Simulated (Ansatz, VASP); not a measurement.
# Mo: VASP beside Ansatz

```xyz
1
Lattice="-1.5702 1.5702 1.5702 1.5702 -1.5702 1.5702 1.5702 1.5702 -1.5702" Properties=species:S:1:pos:R:3 pbc="T T T"
Mo    0.0000    0.0000    0.0000
```

Alike in both runs: task single point; functional r2SCAN; k mesh 18 × 18 × 18; occupations gaussian, width 0.05 eV; no spin polarisation.

|  | VASP | Ansatz |
| --- | --- | --- |
| version | VASP 6.6.1 | Ansatz 0.2.0 |
| potentials or method | VASP PAW PBE potentials, release 64 (Mo_sv), cutoff 520 eV | scalar-relativistic, plane waves, PAW |
| valence electrons in the cell | 14 | 14 |

VASP gave:

```
gap on the k mesh at the Fermi level (eV) : none
pressure (GPa)                            : 3.8
```

**Question.** Which values does Ansatz return?

**Answer.** gap on the k mesh at the Fermi level (eV): none; pressure (GPa): 2.6.

VASP's potentials were made for PBE, not for r2SCAN. A gap of «none» marks a metal or a gap that the smearing closes.
